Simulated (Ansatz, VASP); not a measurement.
**Two plane-wave programs on Si2Mo**

Contents of INCAR:

```
PREC     = Accurate       # precision mode
ENCUT    = 500            # plane-wave cutoff, eV
EDIFF    = 1E-7           # SCF threshold, eV
ISMEAR   = -1             # smearing method
SIGMA    = 0.05           # smearing width, eV
LREAL    = F              # projectors in reciprocal space
LASPH    = T              # aspherical terms in the spheres
NELM     = 200            # most SCF steps
ALGO     = Normal         # electronic algorithm
ISIF     = 3              # what is computed and relaxed
LWAVE    = F              # write WAVECAR
LCHARG   = F              # write CHGCAR
LMAXMIX  = 4              # l up to which the mixer works
LDAU     = T              # DFT+U
LDAUTYPE = 2            
LDAUL    = 2 -1           # shell
LDAUU    = 5 0            # U, eV
LDAUJ    = 0 0          
LDAUPRINT= 1            
GGA      = PS             # functional
IBRION   = 2              # ionic algorithm
NSW      = 60             # ionic steps
EDIFFG   = -0.01          # ionic threshold
GGA_COMPAT= F            
NELMIN   = 4
```

File KPOINTS:

```
regular mesh
0
Gamma
  7 7 4
```

File POSCAR:

```
Si2Mo
1.0
    4.5854715599      0.0000000000      0.0000000000
   -2.2927357800      3.9711348592      0.0000000000
    0.0000000000      0.0000000000      6.5797601000
Mo Si
3 6
Direct
    0.5000000000      0.5000000000      0.8333333333
    0.0000000000      0.5000000000      0.1666666667
    0.5000000000      0.0000000000      0.5000000000
    0.1638729800      0.3277459600      0.5000000000
    0.6722540400      0.8361270200      0.1666666667
    0.8361270200      0.1638729800      0.8333333333
    0.8361270200      0.6722540400      0.5000000000
    0.3277459600      0.1638729800      0.1666666667
    0.1638729800      0.8361270200      0.8333333333
```

File input.yaml:

```yaml
crystal:
  lattice:
    - [4.5854715599, 0.0, 0.0]
    - [-2.29273578, 3.9711348592, 0.0]
    - [0.0, 0.0, 6.5797601]
  atoms:
    - { symbol: Mo, position: [0.5, 0.5, 0.8333333333] }
    - { symbol: Mo, position: [0.0, 0.5, 0.1666666667] }
    - { symbol: Mo, position: [0.5, 0.0, 0.5] }
    - { symbol: Si, position: [0.16387298, 0.32774596, 0.5] }
    - { symbol: Si, position: [0.67225404, 0.83612702, 0.1666666667] }
    - { symbol: Si, position: [0.83612702, 0.16387298, 0.8333333333] }
    - { symbol: Si, position: [0.83612702, 0.67225404, 0.5] }
    - { symbol: Si, position: [0.32774596, 0.16387298, 0.1666666667] }
    - { symbol: Si, position: [0.16387298, 0.83612702, 0.8333333333] }
hamiltonian:
  xc: pbesol
  pseudopotentials: { kind: paw }
  hubbard: { sites: [{ species: Mo, l: d, u_eff: 5.0 }] }
kpoints:
  mp_grid: { grid: [7, 7, 4] }
scf:
  occupations: { method: fermi_dirac, width: 0.05 }
output:
  forces: true
  stress: true
  eigenvalues: true
  write_density: true
  write_potential: true
  elf: true
  volumetric_format: npy
relax:
  f_tol: 0.01
  max_steps: 40
  cell: { stress_tol: 0.05 }
```

Alike in both runs: task relaxation of cell and atoms; functional PBEsol; k mesh 7 × 7 × 4; occupations fermi-dirac, width 0.05 eV; no spin polarisation; Hubbard terms Mo d U = 5.0 eV.

|  | VASP | Ansatz |
| --- | --- | --- |
| version | VASP 6.6.1 | Ansatz 0.2.0 |
| potentials or method | VASP PAW PBE potentials, release 64 (Mo_sv, Si) | Ansatz PAW |
| plane-wave cutoff (eV) | 500 | 420 |
| valence electrons in the cell | 66 | 66 |

```csv
,VASP,Ansatz,Ansatz less VASP
"gap on the k mesh at the Fermi level, each at its own relaxed structure (eV)",0.71,0.78,+0.073
relaxed volume (Å³/atom),13.44,13.15,-0.290
relaxed length of the cell vector where the two differ most in proportion (Å),4.605,4.567,-0.0381
```

VASP's potentials were made for PBE, not for PBEsol. The programs project onto different local orbitals, so the same U acts differently, and such runs can settle in different states.

Noted on Ansatz's run: odd divisions of the mesh miss points on the zone boundary, where band edges often lie, so the gap on the mesh can be too wide; the plane-wave basis is chosen anew once the cell has moved, so the energies of steps on either side of that aren't comparable.
